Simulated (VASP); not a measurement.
**Rh: single point with PBE**

Crystal: Rh.

```xyz
8
Lattice="4.8167 0.0000 0.0000 0.0000 4.8167 0.0000 0.0000 0.0000 4.8167" Properties=species:S:1:pos:R:3 pbc="T T T"
Rh    2.4084    2.4084    2.4084
Rh    0.0000    0.0000    0.0000
Rh    1.2042    0.0000    2.4084
Rh    2.4084    1.2042    0.0000
Rh    2.4084    3.6125    0.0000
Rh    3.6125    0.0000    2.4084
Rh    0.0000    2.4084    3.6125
Rh    0.0000    2.4084    1.2042
```

```
Program                : VASP 6.6.1
Task                   : single point
Functional             : PBE
Potentials or basis    : VASP PAW PBE potentials, release 64 (Rh_pv)
Cutoff                 : 520 eV
k mesh                 : 4 × 4 × 4
Occupations            : gaussian, width 0.1 eV
Spin                   : no spin polarisation
Dipole correction      : no
Further INCAR settings : ALGO = Normal; EDIFF = 1e-06; NBANDS = 70
```

```
Pressure               : 10.7 GPa
Band gap on the k mesh : zero (bands 60 and 61 overlap by 0.37 eV)
```

Levels at points of the mesh, in eV from the Fermi level:
```tsv
k point	band 57	band 58	band 59	band 60	band 61	band 62	band 63	band 64
(0.00, 0.00, 0.00)	-0.87	-0.35	-0.35	0.18	0.18	0.18	0.60	0.60
(0.50, 0.00, 0.00)	-0.33	-0.33	-0.23	-0.23	-0.16	-0.16	0.57	0.57
(0.50, 0.50, 0.00)	-0.70	-0.59	-0.19	-0.19	-0.02	0.27	0.28	0.28
(0.50, 0.50, 0.50)	-0.12	-0.12	-0.12	-0.12	0.01	0.01	0.01	0.01
```

Run time: 41 s on 1 thread of AMD EPYC 9R45 (Zen 5) (shared host), peak memory 0.19 GiB.

Caveat: the cell stands under pressure.
